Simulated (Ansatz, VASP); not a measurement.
BN: VASP beside Ansatz

Contents of POSCAR:

```
BN
1.0
    0.0000000000      1.8130010000      1.8130010000
    1.8130010000      0.0000000000      1.8130010000
    1.8130010000      1.8130010000      0.0000000000
N B
1 1
Direct
    0.2500000000      0.2500000000      0.2500000000
    0.0000000000      0.0000000000      0.0000000000
```

INCAR.step1

```
SYSTEM = BN
ALGO = Normal ; EDIFF = 1E-5
ENCUT = 520 ; GGA = PE
ISIF = 2 ; ISMEAR = -1
LASPH = .TRUE. ; LCHARG = .FALSE.
LREAL = .FALSE. ; LWAVE = .TRUE.
NBANDS = 11 ; NELM = 100
PREC = Accurate ; SIGMA = 0.05
```

Contents of INCAR.step2:

```
SYSTEM = BN
AEXX = 0.15 ; ALGO = Normal
EDIFF = 1E-7 ; ENCUT = 520
GGA = PE ; ISIF = 2
ISMEAR = -1 ; ISTART = 1
LASPH = .TRUE. ; LCHARG = .FALSE.
LHFCALC = .TRUE. ; LREAL = .FALSE.
LWAVE = .FALSE. ; NBANDS = 11
NELM = 100 ; PREC = Accurate
PRECFOCK = Normal ; SIGMA = 0.05
```

The input KPOINTS:

```
k-points
0
G
  7 7 7
  0 0 0
```

The input input.yaml:

```yaml
crystal:
  lattice:
    - [0.0, 1.813001, 1.813001]
    - [1.813001, 0.0, 1.813001]
    - [1.813001, 1.813001, 0.0]
  atoms:
    - { symbol: "N", position: [0.25, 0.25, 0.25] }
    - { symbol: B, position: [0.0, 0.0, 0.0] }
hamiltonian:
  xc: { exchange: pbe, correlation: pbe, exx: { coeff: 0.15 } }
  pseudopotentials: { kind: paw }
kpoints:
  mp_grid: { grid: [7, 7, 7] }
scf:
  occupations: { method: fermi_dirac, width: 0.05 }
output:
  forces: true
  stress: true
  eigenvalues: true
```

Alike in both runs: task single point; functional PBE-based global hybrid with a share of 0.15 of exact exchange; k mesh 7 × 7 × 7; occupations fermi-dirac, width 0.05 eV; no spin polarisation.

```csv
,VASP,Ansatz
version,VASP 6.6.1,Ansatz 0.2.0
potentials or method,"VASP PAW PBE potentials, release 64 (N, B)",Ansatz PAW
plane-wave cutoff (eV),520,420
valence electrons in the cell,8,8
```

|  | VASP | Ansatz | Ansatz less VASP |
| --- | --- | --- | --- |
| gap on the k mesh at the Fermi level (eV) | 5.96 | 5.96 | +0.003 |
| least direct gap on the mesh (eV) | 10.27 | 10.28 | +0.005 |
| pressure (GPa) | -5.6 | -5.9 | -0.33 |

VASP's potentials were made for PBE, not for PBE-based global hybrid. The functional is the same, so the differences come from potentials, cutoffs and numerics.

The k mesh is coarse, so the values compare programs but aren't converged. Noted on Ansatz's run: odd divisions of the mesh miss points on the zone boundary, where band edges often lie, so the gap on the mesh can be too wide.
